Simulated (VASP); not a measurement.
Wanted: the native input for a VASP 6.6.1 run.

```
Task                   : relaxation of cell and atoms
Functional             : PBEsol
Potentials or basis    : VASP PAW PBE potentials, release 64 (In_d, As)
Cutoff                 : 600 eV
k mesh                 : 12 × 12 × 12
Occupations            : gaussian, width 0.1 eV
Spin                   : no spin polarisation
Dipole correction      : no
Further INCAR settings : ALGO = Normal; EDIFF = 1e-06; IBRION = 2; EDIFFG = -0.005; NSW = 100; ISIF = 3
```

The structure of InAs lies in POSCAR:

```
InAs
1.0
    0.0000000000      3.0204421994      3.0204421994
    3.0204421994      0.0000000000      3.0204421994
    3.0204421994      3.0204421994      0.0000000000
In As
1 1
Direct
    0.0000000000      0.0000000000      0.0000000000
    0.2500000000      0.2500000000      0.2500000000
```

These files were run (other wordings do the same):

INCAR

```
SYSTEM = InAs
ALGO = Normal ; EDIFF = 1E-6
EDIFFG = -0.005 ; ENCUT = 600
GGA = PS ; IBRION = 2
ISIF = 3 ; ISMEAR = 0
LASPH = .True. ; LCHARG = .False.
LREAL = .False. ; LWAVE = .False.
NELM = 100 ; NSW = 100
PREC = Accurate ; SIGMA = 0.1
```

KPOINTS

```
k-points
0
Gamma
  12 12 12
  0 0 0
```

Potentials or basis: VASP PAW PBE potentials, release 64 (In_d, As).

Launch:

```bash
$ cat potpaw_PBE.64/In_d/POTCAR potpaw_PBE.64/As/POTCAR > POTCAR
$ mpirun -np 1 vasp_std > vasp.out
```

Results of the run:

```json
{
  "Relaxed volume": "28.24 Å³/atom",
  "Relaxed cell": "a = 4.307 Å, b = 4.307 Å, c = 4.307 Å, α = 60.00°, β = 60.00°, γ = 60.00°",
  "Space group after relaxing (to 0.1 Å)": "F-43m (No. 216)",
  "Energy gained by relaxing": "3.1 meV/atom",
  "Ionic steps": "3",
  "Pressure after relaxing": "0.0 GPa",
  "Band gap on the k mesh": "zero (filled and empty bands touch)"
}
```

Caveat: semilocal functionals underestimate gaps, so a narrow gap can read as zero; the PAW data sets were made with another functional, which shifts forces and pressure a little; spin-orbit coupling is left out, which moves the levels of the heavy elements.

It took 4.1 min on 1 thread of Intel Xeon 8259CL (shared host), peak memory 0.26 GiB.
